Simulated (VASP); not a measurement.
# VMoSe4 (P-3m1) in VASP: single point with PBE

Aim: the single point of VMoSe4 with PBE.

Program: VASP 6.6.1. These are calculated values, not measurements. Logs are shortened: lines on timing, memory, paths and dates and some standing lists are left out, and cuts for length are marked.

## Step 1: The cell of the first run

It takes space group P-3m1 (No. 164, trigonal). The conventional cell has a = 3.307 Å, b = 3.307 Å, c = 13.953 Å, α = 90.00°, β = 90.00°, γ = 120.00°. Within 3.3 Å of V (site symmetry -3m) lie 6 Se at 2.48 Å. Mo (site symmetry -3m) has 6 Se at 2.56 Å and 6 Mo at 3.31 Å within 3.4 Å. Se (site symmetry 3m) has 3 Mo at 2.56 Å and 6 Se at 3.31 Å within 3.4 Å. Within 3.3 Å of Se (site symmetry 3m) lie 3 V at 2.48 Å.

## Step 2: Single point, PBE, collinear spin, ferromagnetic start

INCAR

```
SYSTEM = VMoSe4
PREC = Accurate ; ENCUT = 520
EDIFF = 1E-7 ; ISMEAR = 0
SIGMA = 0.1 ; LREAL = .False.
LASPH = .True. ; NELM = 150
ALGO = Normal ; ISIF = 2
LWAVE = .False. ; LCHARG = .False.
ISPIN = 2 ; MAGMOM = 2 1 0 0 0 0
LORBIT = 11 ; LMAXMIX = 4
GGA = PE ; NBANDS = 38
```

KPOINTS

```
Automatic mesh
0
Gamma
  6 6 2
  0 0 0
```

POSCAR

```
VMoSe4
1.0
    3.3065601819     -0.0000000027      0.0000000000
   -1.6532800886      2.8635651180      0.0000000000
    0.0000000000      0.0000000000     13.9529510401
V Mo Se
1 1 4
Direct
    0.0000000000      0.0000000000      0.5000000000
    0.0000000000      0.0000000000      0.0000000000
    0.3333333333      0.6666666667      0.1224355615
    0.3333333333      0.6666666667      0.6135660426
    0.6666666667      0.3333333333      0.3864339574
    0.6666666667      0.3333333333      0.8775644385
```

Potentials or basis: VASP PAW PBE potentials, release 64 (V_sv, Mo_sv, Se).

Run with:

```console
$ cat potpaw_PBE.64/V_sv/POTCAR potpaw_PBE.64/Mo_sv/POTCAR potpaw_PBE.64/Se/POTCAR > POTCAR
$ mpirun -np 1 vasp_std > vasp.out
```

OUTCAR:

```text
SYSTEM = VMoSe4
   PREC = Accurate
   ENCUT = 520
   EDIFF = 1E-7
   ISMEAR = 0
   LREAL = .False.
   LASPH = .True.
   NELM = 150
   ISIF = 2
   ISPIN = 2
   LORBIT = 11
   GGA = PE

 ion  position               nearest neighbor table
   1  0.000  0.000  0.500-   4 2.48   5 2.48   4 2.48   5 2.48   5 2.48   4 2.48
   2  0.000  0.000  0.000-   3 2.56   6 2.56   3 2.56   6 2.56   6 2.56   3 2.56
   3  0.333  0.667  0.122-   2 2.56   2 2.56   2 2.56
   4  0.333  0.667  0.614-   1 2.48   1 2.48   1 2.48
   5  0.667  0.333  0.386-   1 2.48   1 2.48   1 2.48
   6  0.667  0.333  0.878-   2 2.56   2 2.56   2 2.56

  LATTYP: Found a hexagonal cell.
 ALAT       =     3.3065601819
 C/A-ratio  =     4.2197783414

  Lattice vectors:

 A1 = (   3.3065601819,  -0.0000000027,   0.0000000000)
 A2 = (  -1.6532800886,   2.8635651180,   0.0000000000)
 A3 = (   0.0000000000,   0.0000000000,  13.9529510401)

Analysis of symmetry for initial positions (statically):
=====================================================================
 Subroutine PRICEL returns:
 Original cell was already a primitive cell.

 Routine SETGRP: Setting up the symmetry group for a
 hexagonal supercell.

 Subroutine GETGRP returns: Found 12 space group operations
 (whereof 12 operations were pure point group operations)
 out of a pool of 24 trial point group operations.

The static configuration has the point symmetry D_3d.

Analysis of symmetry for dynamics (positions and initial velocities):
=====================================================================
 Subroutine PRICEL returns:
 Original cell was already a primitive cell.

 Routine SETGRP: Setting up the symmetry group for a
 hexagonal supercell.

 Subroutine GETGRP returns: Found 12 space group operations
 (whereof 12 operations were pure point group operations)
 out of a pool of 24 trial point group operations.

The dynamic configuration has the point symmetry D_3d.

Analysis of structural, dynamic, and magnetic symmetry:
=====================================================================
 Subroutine PRICEL returns:
 Original cell was already a primitive cell.

 Routine SETGRP: Setting up the symmetry group for a
 hexagonal supercell.

 Subroutine GETGRP returns: Found 12 space group operations
 (whereof 12 operations were pure point group operations)
 out of a pool of 24 trial point group operations.

The overall configuration has the point symmetry D_3d.

 Subroutine INISYM returns: Found 12 space group operations
 (whereof 12 operations are pure point group operations),
 and found     1 'primitive' translations

----------------------------------------------------------------------------------------

                                     Primitive cell

  volume of cell :     132.1142

  direct lattice vectors                    reciprocal lattice vectors
     3.306560182 -0.000000003  0.000000000     0.302429094  0.174607519  0.000000000
    -1.653280089  2.863565118  0.000000000     0.000000000  0.349215038  0.000000000
     0.000000000  0.000000000 13.952951040     0.000000000  0.000000000  0.071669427

  length of vectors
     3.306560182  3.306560182 13.952951040     0.349215038  0.349215038  0.071669427

  position of ions in fractional coordinates (direct lattice)
     0.000000000  0.000000000  0.500000000
     0.000000000  0.000000000  0.000000000
     0.333333333  0.666666667  0.122435561
     0.333333333  0.666666667  0.613566043
     0.666666667  0.333333333  0.386433957
     0.666666667  0.333333333  0.877564439

  ion indices of the primitive-cell ions
   primitive index   ion index
                 1           1
                 2           2
                 3           3
                 4           4
                 5           5
                 6           6

[... 31 lines left out ...]
  0.500000  0.000000  0.000000      3.000000
  0.166667  0.166667  0.000000      6.000000
  0.333333  0.166667  0.000000     12.000000
  0.333333  0.333333  0.000000      2.000000
  0.000000  0.000000  0.500000      1.000000
  0.166667  0.000000  0.500000      6.000000
  0.333333  0.000000  0.500000      6.000000
  0.500000  0.000000  0.500000      3.000000
  0.166667  0.166667  0.500000      6.000000
  0.333333  0.166667  0.500000     12.000000
  0.333333  0.333333  0.500000      2.000000
   k-points           NKPTS =     14   k-points in BZ     NKDIM =     14   number of bands    NBANDS=     38
   number of dos      NEDOS =    301   number of ions     NIONS =      6
   total plane-waves  NPLWV =  84672
   dimension x,y,z NGX =    28 NGY =   28 NGZ =  108
   dimension x,y,z NGXF=    56 NGYF=   56 NGZF=  216
   ions per type =               1   1   4
   NGX,Y,Z   is equivalent  to a cutoff of  14.08, 14.08, 12.87 a.u.
   NGXF,Y,Z  is equivalent  to a cutoff of  28.16, 28.16, 25.74 a.u.
 SYSTEM =  VMoSe4
   PREC   = accura    normal or accurate (medium, high low for compatibility)
   ISTART =      0    job   : 0-new  1-cont  2-samecut
   ICHARG =      2    charge: 1-file 2-atom 10-const
   ISPIN  =      2    spin polarized calculation?
   LNONCOLLINEAR =      F non collinear calculations
   LSORBIT =      F    spin-orbit coupling
   LASPH  =      T    aspherical Exc in radial PAW
   ENCUT  =  520.0 eV  38.22 Ry    6.18 a.u.   6.15  6.15 25.94*2*pi/ulx,y,z
   NELM   =    150;   NELMIN=  2; NELMDL= -5     # of ELM steps
   EDIFF  = 0.1E-06   stopping-criterion for ELM
   LREAL  =      F    real-space projection
   EDIFFG = 0.1E-05   stopping-criterion for IOM
   NSW    =      0    number of steps for IOM
   IBRION =     -1    ionic relax: 0-MD 1-quasi-New 2-CG
   NFREE  =      0    steps in history (QN), initial steepest desc. (CG)
   ISIF   =      2    stress and relaxation
   ISYM   =      2    0-nonsym 1-usesym 2-fastsym
   POTIM  = 0.5000    time-step for ionic-motion
   TEBEG  =    0.0;   TEEND  =   0.0 temperature during run
   PSTRESS=    0.0 pullay stress
   NELECT =      51.0000    total number of electrons
   NUPDOWN=      -1.0000    fix difference up-down
   EMIN   =  10.00;   EMAX   =-10.00  energy-range for DOS
   EFERMI =   0.00;   METHOD = LEGACY
   ISMEAR =     0;   SIGMA  =   0.10  broadening in eV -4-tet -1-fermi 0-gaus
   EFERMI_NEDOS =   21; number of points for ismear=-14 and -15
   IALGO  =     38    algorithm
   IMIX   =      4    mixing-type and parameters
     AMIX     =   0.40;   BMIX     =  1.00
     AMIX_MAG =   1.60;   BMIX_MAG =  1.00
  volume/ion in A,a.u.               =      22.02       148.59
  Fermi-wavevector in a.u.,A,eV,Ry     =   1.192015  2.252582 19.332513  1.420900
  Thomas-Fermi vector in A             =   2.328063
   LORBIT       =     11    0 simple, 1 ext, 2 COOP (PROOUT), +10 PAW based schemes
   GGA     = PE    functional components
   LHFCALC =     F    Hartree Fock is set to
   AEXX    =    0.0000 exact exchange contribution
   IVDW    =     0    specifies the selected vdW correction
   LEPSILON=     F    determine dielectric tensor
   LRPA    =     F    only Hartree local field effects (RPA)
 spin polarized calculation
 Gauss-broadening in eV      SIGMA  =   0.10
  energy-cutoff  :      520.00
  volume of cell :      132.11
 maximum number of plane-waves:      3580
 NGX is ok and might be reduce to    28
   NGX = 13   NGY = 13   NGZ = 51

 number of electron      50.9999999 magnetization       0.6016241

 Free energy of the ion-electron system (eV)
  ---------------------------------------------------
  ext. energy  EPLUGINS =         0.00000000
  ---------------------------------------------------
  free energy    TOTEN  =       -37.41964468 eV

  energy without entropy =      -37.40355431  energy(sigma->0) =      -37.41159949

 E-fermi :   5.2198     XC(G=0):  -9.9282

 val. band max:        5.1936725247   @ k =   0.3333   0.1667   0.5000
 cond. band min:       5.2321219434   @ k =   0.1667   0.1667   0.5000
 fundamental gap:      0.0384494188
 Fermi energy:         5.2198287489

 spin component 1

 k-point     1 :       0.0000    0.0000    0.0000
  band No.  band energies     occupation
      1     -59.7788      1.00000
      2     -56.4826      1.00000
      3     -33.6148      1.00000
      4     -33.6148      1.00000
      5     -33.5752      1.00000
      6     -30.5525      1.00000
[... 549 lines left out ...]
     36      11.2065      0.00000
     37      12.4457      0.00000
 Fermi energy:         5.2198287489

 spin component 2

 k-point     1 :       0.0000    0.0000    0.0000
  band No.  band energies     occupation
      1     -59.1384      1.00000
      2     -56.4843      1.00000
      3     -33.0043      1.00000
      4     -33.0043      1.00000
      5     -32.8933      1.00000
      6     -30.5520      1.00000
[... 549 lines left out ...]
     36      11.3058      0.00000
     37      12.5872      0.00000
 [bands above 37 left out]

------------------------ aborting loop because EDIFF is reached ----------------------------------------

  FORCE on cell =-STRESS in cart. coord.  units (eV):
  Direction    XX          YY          ZZ          XY          YZ          ZX
  --------------------------------------------------------------------------------------
  -------------------------------------------------------------------------------------
  Total        0.5733057      0.5733057      0.5677193      0.0000000      0.0000000     -0.0000000
  in kB        6.9526008      6.9526008      6.8848537      0.0000000      0.0000000     -0.0000000
  external PRESSURE =       6.9300185 kB  Pullay stress =       0.0000000 kB

 VOLUME and BASIS-vectors are now :
 -----------------------------------------------------------------------------
  energy-cutoff  :      520.00
  volume of cell :      132.11
      direct lattice vectors                 reciprocal lattice vectors
     3.306560182 -0.000000003  0.000000000     0.302429094  0.174607519  0.000000000
    -1.653280089  2.863565118  0.000000000     0.000000000  0.349215038  0.000000000
     0.000000000  0.000000000 13.952951040     0.000000000  0.000000000  0.071669427

 POSITION                                       TOTAL-FORCE (eV/Angst)
 -----------------------------------------------------------------------------------
      0.00000      0.00000      6.97648         0.000000      0.000000     -0.000000
      0.00000      0.00000      0.00000         0.000000      0.000000     -0.000000
      0.00000      1.90904      1.70834        -0.000000      0.000000      0.037368
      0.00000      1.90904      8.56106         0.000000      0.000000      0.091581
      1.65328      0.95452      5.39189        -0.000000     -0.000000     -0.091581
      1.65328      0.95452     12.24461         0.000000     -0.000000     -0.037368
 -----------------------------------------------------------------------------------
    total drift:                                0.000000      0.000000      0.000000

  FREE ENERGIE OF THE ION-ELECTRON SYSTEM (eV)
  ---------------------------------------------------
  free  energy   TOTEN  =       -37.4196446765 eV

  energy  without entropy=      -37.4035543096  energy(sigma->0) =      -37.41159949

 total charge

# of ion       s       p       d       tot
------------------------------------------
    1        2.240   6.217   3.043  11.499
    2        2.268   6.174   3.888  12.330
    3        1.483   2.290   0.061   3.834
    4        1.480   2.324   0.051   3.855
    5        1.480   2.324   0.051   3.855
    6        1.483   2.290   0.061   3.834
--------------------------------------------------
tot         10.435  21.620   7.154  39.208

 magnetization (x)

# of ion       s       p       d       tot
------------------------------------------
    1        0.008   0.005   0.626   0.639
    2        0.000  -0.000  -0.002  -0.002
    3        0.000  -0.002  -0.000  -0.002
    4       -0.002  -0.041   0.003  -0.039
    5       -0.002  -0.041   0.003  -0.039
    6        0.000  -0.002  -0.000  -0.002
--------------------------------------------------
tot          0.005  -0.081   0.631   0.555
```

Run time: 13 min. Hardware: 1 thread of AMD EPYC 7R13, shared host; peak memory 0.37 GiB.

What came out:

* Free energy: -37.4196 eV
* Pressure: 0.7 GPa
* Largest force: 0.092 eV/Å
* Net moment: 0.60 μB per cell
* Site moments: V +0.64; Mo -0.00; Se -0.00, -0.04 μB
* Valence electrons inside the program's atomic spheres: V 11.50; Mo 12.33; Se 3.83, 3.85

Forces on the atoms (eV/Å):
```
V    0.000  0.000  0.000
Mo   0.000  0.000  0.000
Se   0.000  0.000  0.037
Se   0.000  0.000  0.092
Se   0.000  0.000 -0.092
Se   0.000  0.000 -0.037
```

Caveat: the k points lie up to 0.37 Å⁻¹ apart; this functional lacks dispersion, which binds the layers, so the pressure and a relaxed spacing across them are unreliable.
